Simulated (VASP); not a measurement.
Set up this calculation in VASP 6.6.1, as the native input.

```
Task                   : single point
Functional             : PBE
Potentials or basis    : VASP PAW PBE potentials, release 64 (Sn_d, Se)
Cutoff                 : 520 eV
k mesh                 : 14 × 14 × 14
Occupations            : fermi-dirac, width 0.1 eV
Spin                   : no spin polarisation
Dipole correction      : no
Further INCAR settings : ALGO = Normal; EDIFF = 1e-06; NBANDS = 17
```

The structure of SnSe (rocksalt type) lies in POSCAR:

```
SnSe
1.0
    0.0000000000      2.9045087710      2.9045087710
    2.9045087710      0.0000000000      2.9045087710
    2.9045087710      2.9045087710      0.0000000000
Sn Se
1 1
Direct
    0.0000000000      0.0000000000      0.0000000000
    0.5000000000      0.5000000000      0.5000000000
```

The input as run:

INCAR

```
SYSTEM = SnSe
PREC     = Accurate       ! precision mode
ENCUT    = 520            ! plane-wave cutoff, eV
EDIFF    = 1E-6           ! SCF threshold, eV
ISMEAR   = -1             ! smearing method
SIGMA    = 0.1            ! smearing width, eV
LREAL    = .FALSE.        ! projectors in reciprocal space
LASPH    = .TRUE.         ! aspherical terms in the spheres
NELM     = 80             ! most SCF steps
ALGO     = Normal         ! electronic algorithm
ISIF     = 2              ! what is computed and relaxed
LWAVE    = .FALSE.        ! write WAVECAR
LCHARG   = .TRUE.         ! write CHGCAR
GGA      = PE             ! functional
LELF     = .TRUE.         ! ELF
LVHAR    = .TRUE.       
NBANDS   = 17             ! bands
```

KPOINTS

```
Automatic mesh
0
G
  14 14 14
  0 0 0
```

Potentials or basis: VASP PAW PBE potentials, release 64 (Sn_d, Se).

Run with:

```bash
$ cat potpaw_PBE.64/Sn_d/POTCAR potpaw_PBE.64/Se/POTCAR > POTCAR
$ mpirun -np 1 vasp_std > vasp.out
```

Results of the run:

* Pressure: 8.1 GPa
* Band gap on the k mesh: 0.09 eV

Caveat: the cell stands under pressure; semilocal functionals underestimate gaps, and a narrow one can read as zero; spin-orbit coupling is left out, which moves the levels of the heavy elements.

Wall time 37 s on 1 thread of AMD EPYC 9R45 96-Core Processor (Zen 5) (shared host), peak memory 0.21 GiB.
